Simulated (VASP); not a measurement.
**TiAl3: relaxation of cell and atoms with PBE**

TiAl3:

```
Ti Al
1.0
    -1.91111    1.91111    4.28067
     1.91111   -1.91111    4.28067
     1.91111    1.91111   -4.28067
Ti Al
1 3
Direct
  0.00000 0.00000 0.00000
  0.50000 0.50000 0.00000
  0.75000 0.25000 0.50000
  0.25000 0.75000 0.50000
```

| Property | Result |
| --- | --- |
| Program | VASP 6.6.1 |
| Task | relaxation of cell and atoms |
| Functional | PBE |
| Potentials or basis | VASP PAW PBE potentials, release 64 (Ti_sv, Al) |
| Cutoff | 600 eV |
| k mesh | 16 × 16 × 16 |
| Occupations | gaussian, width 0.1 eV |
| Spin | no spin polarisation |
| Dipole correction | no |
| Further INCAR settings | ALGO = Normal; EDIFF = 1e-07; IBRION = 2; EDIFFG = -0.005; NSW = 100; ISIF = 3 |

The relaxed volume is 15.93 Å³/atom, the relaxed cell is a = 5.096 Å, b = 5.096 Å, c = 5.096 Å, α = 135.67°, β = 135.67°, γ = 64.49° and the space group after relaxing (to 0.05 Å) is I4/mmm (No. 139). The energy gained by relaxing is 1.9 meV/atom and the ionic steps are 5. The pressure after relaxing is 0.0 GPa.

The path:
| step | energy change (eV) | largest force (eV/Å) | pressure (GPa) | volume (Å³) |
| --- | --- | --- | --- | --- |
| 1 | 0.0000 | 0.0000 | 2.07 | 62.54 |
| 2 | -0.0054 | 0.0000 | -1.06 | 64.38 |
| 3 | -0.0076 | 0.0000 | 0.00 | 63.73 |
| 4 | -0.0076 | 0.0000 | -0.03 | 63.75 |
| 5 | -0.0076 | 0.0000 | 0.01 | 63.72 |

Final structure:
```
Ti Al
1.0
    -1.92254    1.92254    4.30999
     1.92254   -1.92254    4.30999
     1.92254    1.92254   -4.30999
Ti Al
1 3
Direct
  0.00000 0.00000 0.00000
  0.50000 0.50000 0.00000
  0.75000 0.25000 0.50000
  0.25000 0.75000 0.50000
```

Levels at points of the mesh, in eV from the Fermi level:
```tsv
k point	band 8	band 9	band 10	band 11	band 12	band 13	band 14
(0.00, 0.00, 0.00)	-1.38	-1.22	-1.22	0.82	1.71	1.71	2.23
(0.50, 0.00, 0.00)	-2.97	-1.05	-0.26	0.50	1.77	2.06	2.67
(0.50, 0.50, 0.00)	-3.73	-2.70	-2.20	-0.98	1.73	1.91	2.66
(0.50, 0.50, 0.50)	-0.93	-0.93	-0.23	0.70	0.70	0.93	3.04
```

Wall time 45 min on 1 thread of Intel(R) Xeon(R) Platinum 8259CL CPU @ 2.50GHz (Skylake/Cascade Lake), with other jobs on the host, peak memory 0.56 GiB.
